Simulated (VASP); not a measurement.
# Ta (I4/mmm) in VASP: notebook, part 2 of 2

VASP 6.6.1. Earlier steps stand in the parts before.

## 3. Single point, r2SCAN (strain +0.050 along x and y, +0.000 along z)

Input file POSCAR:

```
Ta
1.0
   -1.7338440000      1.7338440000      1.6512800000
    1.7338440000     -1.7338440000      1.6512800000
    1.7338440000      1.7338440000     -1.6512800000
Ta
1
Direct
    0.0000000000      0.0000000000      0.0000000000
```

Input file INCAR.step1:

```
SYSTEM = Ta
PREC = Accurate ; ENCUT = 520
ISMEAR = 0 ; SIGMA = 0.15
LREAL = .False. ; LASPH = .True.
NELM = 100 ; NBANDS = 12
GGA = PE ; ALGO = Normal
EDIFF = 1E-4 ; LWAVE = .True.
LCHARG = .False.
```

Input file INCAR.step2:

```
SYSTEM = Ta
PREC = Accurate ; ENCUT = 520
EDIFF = 1E-6 ; ISMEAR = 0
SIGMA = 0.15 ; LREAL = .False.
LASPH = .True. ; NELM = 100
ALGO = Normal ; ISIF = 2
LWAVE = .False. ; LCHARG = .False.
METAGGA = R2SCAN ; LMIXTAU = .True.
NBANDS = 12 ; ISTART = 1
```

Input file KPOINTS:

```
regular mesh
0
Gamma
  20 20 20
  0 0 0
```

Potentials or basis: VASP PAW PBE potentials, release 64 (Ta_pv).

Command:

```bash
$ cat potpaw_PBE.64/Ta_pv/POTCAR > POTCAR
$ cp INCAR.step1 INCAR
$ mpirun -np 1 vasp_std > vasp.out
$ cp INCAR.step2 INCAR
$ mpirun -np 1 vasp_std > vasp.out
```

Wall time 4.4 min (1 thread of Intel Xeon 6975P-C, shared host); peak memory 0.27 GiB.

It converged, with:

- Free energy: -48.4878 eV
- Pressure: -15.5 GPa

Stress tensor (GPa, compression positive):
```
-16.62   0.00   0.00
  0.00 -16.62   0.00
  0.00   0.00 -13.38
```

Levels at points of the mesh, in eV from the Fermi level:
```csv
k point,band 2,band 3,band 4,band 5,band 6,band 7,band 8,band 9,band 10,band 11
"(0.00, 0.00, 0.00)",-34.65,-34.64,-7.96,0.42,1.04,1.04,3.53,4.35,11.63,15.01
"(0.50, 0.00, 0.00)",-34.95,-34.67,-4.12,-1.51,1.17,3.89,5.01,7.15,10.89,11.65
"(0.50, 0.50, 0.00)",-34.91,-34.63,-4.20,-0.88,0.82,3.25,4.50,7.06,10.59,11.64
"(0.50, 0.50, 0.50)",-35.30,-35.21,-3.44,-3.34,6.27,6.27,6.42,7.69,7.69,9.02
```

Caveat: the cell differs from its parent crystal (strain +0.050 along x and y, +0.000 along z); the PAW data sets were made with another functional, which shifts forces and pressure a little; spin-orbit coupling is left out, which moves the levels of the heavy elements.

## 4. Single point, r2SCAN (strain +0.025 along x and y, +0.050 along z)

Input file POSCAR:

```
Ta
1.0
   -1.6925620000      1.6925620000      1.7338440000
    1.6925620000     -1.6925620000      1.7338440000
    1.6925620000      1.6925620000     -1.7338440000
Ta
1
Direct
    0.0000000000      0.0000000000      0.0000000000
```

Input file INCAR.step1:

```
PREC = Accurate
ENCUT = 520
ISMEAR = 0
SIGMA = 0.15
LREAL = F
LASPH = T
NELM = 60
NBANDS = 12
GGA = PE
ALGO = Normal
EDIFF = 1E-4
LWAVE = T
LCHARG = F
```

Input file INCAR.step2:

```
PREC = Accurate
ENCUT = 520
EDIFF = 1E-6
ISMEAR = 0
SIGMA = 0.15
LREAL = F
LASPH = T
NELM = 60
ALGO = Normal
ISIF = 2
LWAVE = F
LCHARG = T
METAGGA = R2SCAN
LMIXTAU = T
LELF = T
LVHAR = T
NBANDS = 12
ISTART = 1
```

Input file KPOINTS:

```
Automatic mesh
0
Gamma
  20 20 20
```

Potentials or basis: VASP PAW PBE potentials, release 64 (Ta_pv).

Command:

```bash
$ cat potpaw_PBE.64/Ta_pv/POTCAR > POTCAR
$ cp INCAR.step1 INCAR
$ mpirun -np 1 vasp_std > vasp.out
$ cp INCAR.step2 INCAR
$ mpirun -np 1 vasp_std > vasp.out
```

OUTCAR:

```text
PREC = Accurate
   ENCUT = 520
   EDIFF = 1E-6
   ISMEAR = 0
   LREAL = F
   LASPH = T
   NELM = 60
   ISIF = 2
   METAGGA = R2SCAN
   ISTART = 1

 ion  position               nearest neighbor table
   1  0.000  0.000  0.000-

  LATTYP: Found a body centered tetragonal cell.
 ALAT       =     3.3851240000
 C/A-ratio  =     1.0243902439

  Lattice vectors:

 A1 = (  -1.6925620000,   1.6925620000,   1.7338440000)
[... 538 lines left out ...]
      9       9.2938      0.00000
     10      16.1984      0.00000
     11      18.2784      0.00000
     12      18.5563      0.00000

 [... further k-points ...]

------------------------ aborting loop because EDIFF is reached ----------------------------------------

  FORCE on cell =-STRESS in cart. coord.  units (eV):
  Direction    XX          YY          ZZ          XY          YZ          ZX
  --------------------------------------------------------------------------------------
  -------------------------------------------------------------------------------------
  Total       -1.8820693     -1.8820693     -2.1123807      0.0000000     -0.0000000      0.0000000
  in kB     -151.7703743   -151.7703743   -170.3427218      0.0000000     -0.0000000      0.0000000
  external PRESSURE =    -157.9611568 kB  Pullay stress =       0.0000000 kB

 VOLUME and BASIS-vectors are now :
 -----------------------------------------------------------------------------
  energy-cutoff  :      520.00
  volume of cell :       19.87
      direct lattice vectors                 reciprocal lattice vectors
    -1.692562000  1.692562000  1.733844000     0.000000000  0.295410153  0.288376578
     1.692562000 -1.692562000  1.733844000     0.295410153  0.000000000  0.288376578
     1.692562000  1.692562000 -1.733844000     0.295410153  0.295410153  0.000000000

 POSITION                                       TOTAL-FORCE (eV/Angst)
 -----------------------------------------------------------------------------------
      0.00000      0.00000      0.00000        -0.000000      0.000000     -0.000000
 -----------------------------------------------------------------------------------
    total drift:                                0.000000      0.000000      0.000000

  FREE ENERGIE OF THE ION-ELECTRON SYSTEM (eV)
  ---------------------------------------------------
  free  energy   TOTEN  =       -48.4915814547 eV

  energy  without entropy=      -48.4757928168  energy(sigma->0) =      -48.48368714
```

Run time: 4.3 min. Hardware: 1 thread of Intel Xeon 6975P-C, shared host; peak memory 0.27 GiB.

What came out:

| Property | Result |
| --- | --- |
| Free energy | -48.4916 eV |
| Pressure | -15.8 GPa |

Levels at points of the mesh, in eV from the Fermi level:
```tsv
k point	band 3	band 4	band 5	band 6	band 7	band 8	band 9	band 10
(0.00, 0.00, 0.00)	-34.64	-7.95	0.72	0.72	1.02	3.77	4.15	11.63
(0.50, 0.00, 0.00)	-34.64	-4.15	-1.20	1.00	3.62	4.71	7.12	10.74
(0.50, 0.50, 0.00)	-34.65	-4.12	-1.50	1.16	4.03	4.85	7.18	10.89
(0.50, 0.50, 0.50)	-35.25	-3.41	-3.35	6.27	6.34	6.34	7.70	8.34
```

Caveat: the cell differs from its parent crystal (strain +0.025 along x and y, +0.050 along z); the PAW data sets were made with another functional, which shifts forces and pressure a little; spin-orbit coupling is left out, which moves the levels of the heavy elements.

## 5. Single point, r2SCAN (strain +0.050 along x and y, +0.025 along z)

Input file POSCAR:

```
Ta
1.0
   -1.7338440000      1.7338440000      1.6925620000
    1.7338440000     -1.7338440000      1.6925620000
    1.7338440000      1.7338440000     -1.6925620000
Ta
1
Direct
    0.0000000000      0.0000000000      0.0000000000
```

Input file INCAR.step1:

```
SYSTEM = Ta
  ALGO = Normal
  EDIFF = 1E-4
  ENCUT = 520
  GGA = PE
  ISMEAR = 0
  LASPH = .TRUE.
  LCHARG = .FALSE.
  LREAL = .FALSE.
  LWAVE = .TRUE.
  NBANDS = 12
  NELM = 100
  PREC = Accurate
  SIGMA = 0.15
```

Input file INCAR.step2:

```
SYSTEM = Ta
  ALGO = Normal
  EDIFF = 1E-6
  ENCUT = 520
  ISIF = 2
  ISMEAR = 0
  ISTART = 1
  LASPH = .TRUE.
  LCHARG = .TRUE.
  LELF = .TRUE.
  LMIXTAU = .TRUE.
  LREAL = .FALSE.
  LVHAR = .TRUE.
  LWAVE = .FALSE.
  METAGGA = R2SCAN
  NBANDS = 12
  NELM = 100
  PREC = Accurate
  SIGMA = 0.15
```

Input file KPOINTS:

```
k-points
0
G
  20 20 20
  0 0 0
```

Command:

```bash
$ cat potpaw_PBE.64/Ta_pv/POTCAR > POTCAR
$ cp INCAR.step1 INCAR
$ mpirun -np 1 vasp_std > vasp.out
$ cp INCAR.step2 INCAR
$ mpirun -np 1 vasp_std > vasp.out
```

Wall time 4.6 min (1 thread of Intel Xeon 6975P-C, shared host); peak memory 0.27 GiB.

Results (log left out):

```
Free energy : -48.4390 eV
Pressure    : -19.0 GPa
```

Stress tensor (GPa, compression positive):
```
-19.52   0.00   0.00
  0.00 -19.52   0.00
  0.00   0.00 -18.04
```

Levels at points of the mesh, in eV from the Fermi level:
| k point | band 2 | band 3 | band 4 | band 5 | band 6 | band 7 | band 8 | band 9 | band 10 | band 11 |
| --- | --- | --- | --- | --- | --- | --- | --- | --- | --- | --- |
| (0.00, 0.00, 0.00) | -34.74 | -34.74 | -7.85 | 0.61 | 0.91 | 0.91 | 3.68 | 4.07 | 11.52 | 15.04 |
| (0.50, 0.00, 0.00) | -35.02 | -34.75 | -4.03 | -1.35 | 1.02 | 3.77 | 4.70 | 6.93 | 10.48 | 11.54 |
| (0.50, 0.50, 0.00) | -35.00 | -34.74 | -4.07 | -1.05 | 0.86 | 3.43 | 4.50 | 6.89 | 10.34 | 11.53 |
| (0.50, 0.50, 0.50) | -35.34 | -35.29 | -3.27 | -3.22 | 6.11 | 6.11 | 6.18 | 7.71 | 7.71 | 8.36 |

Caveat: the cell differs from its parent crystal (strain +0.050 along x and y, +0.025 along z); the PAW data sets were made with another functional, which shifts forces and pressure a little; spin-orbit coupling is left out, which moves the levels of the heavy elements.

## 6. Summary

| cell | gap on the mesh (eV) | pressure (GPa) |
| --- | --- | --- |
| a = 2.908 Å, angles 108.8, 108.8, 110.8°, 1 atom | none | -8.2 |
| a = 2.956 Å, angles 108.2, 108.2, 112.1°, 1 atom | none | -15.5 |
| a = 2.956 Å, angles 110.1, 110.1, 108.2°, 1 atom | none | -15.8 |
| a = 2.979 Å, angles 108.8, 108.8, 110.8°, 1 atom | none | -19.0 |

Alike in all rows: task single point; level r2SCAN; potentials or basis VASP PAW PBE potentials, release 64 (Ta_pv); no spin polarisation; k mesh 20 × 20 × 20; cutoff (eV) 520; smearing gaussian 0.15 eV.

Caveats: the PAW data sets were made with another functional, which shifts forces and pressure a little; spin-orbit coupling is left out, which moves the levels of the heavy elements.

Absolute energies hang on the potentials; compare differences alone.
